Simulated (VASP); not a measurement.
A run of VASP 6.6.1 is set up as follows.

The input INCAR:

```
SYSTEM = NaH
PREC = Accurate ; ENCUT = 520
EDIFF = 1E-7 ; ISMEAR = 0
SIGMA = 0.01 ; LREAL = .False.
LASPH = .True. ; NELM = 80
ALGO = Normal ; ISIF = 2
LWAVE = .False. ; LCHARG = .False.
GGA = PE ; NBANDS = 16
```

The input KPOINTS:

```
Automatic mesh
0
Gamma
  6 6 4
  0 0 0
```

File POSCAR:

```
NaH
1.0
    3.8905739988      0.0000000000      0.0000000000
   -1.9452869994      3.3693359183      0.0000000000
    0.0000000000      0.0000000000      4.7745241234
Na H
2 2
Direct
    0.3333333333      0.6666666667     -0.0625143191
    0.6666666667      0.3333333333      0.4374856809
    0.3333333333      0.6666666667      0.4375143191
    0.6666666667      0.3333333333      0.9375143191
```

Potentials or basis: VASP PAW PBE potentials, release 64 (Na_pv, H).

The run is started by

```bash
$ cat potpaw_PBE.64/Na_pv/POTCAR potpaw_PBE.64/H/POTCAR > POTCAR
$ mpirun -np 1 vasp_std > vasp.out
```

Question: What does it give for the pressure?

Answer: 1.3 GPa.

Question: Estimate the band gap on the k mesh.

Answer: 3.36 eV, indirect (least direct gap 4.28 eV).

 A k mesh can miss the band edges.
